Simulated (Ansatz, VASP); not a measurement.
## Ti: VASP beside Ansatz

```
CELL_PARAMETERS angstrom
0.00000 2.11120 2.11120
2.11120 0.00000 2.11120
2.11120 2.11120 0.00000
ATOMIC_POSITIONS crystal
Ti 0.00000 0.00000 0.00000
```

Change from the starting cell: strain +0.040 along x and y, +0.040 along z, atoms carried along.

Alike in both runs: task single point; functional r2SCAN; k mesh 20 × 20 × 20; occupations gaussian, width 0.15 eV; no spin polarisation.

```csv
,VASP,Ansatz
version,VASP 6.6.1,Ansatz 0.2.0
potentials or method,"VASP PAW PBE potentials, release 64 (Ti_sv), cutoff 520 eV","scalar-relativistic, plane waves, PAW"
valence electrons in the cell,12,12
```

Ansatz gave:

| Property | Result |
| --- | --- |
| gap on the k mesh at the Fermi level (eV) | none |
| pressure (GPa) | -7.8 |

Problem. Which values does VASP return?

Solution. gap on the k mesh at the Fermi level (eV): none; pressure (GPa): -7.5.

VASP's potentials were made for PBE, not for r2SCAN. A gap of «none» marks a metal or a gap that the smearing closes.
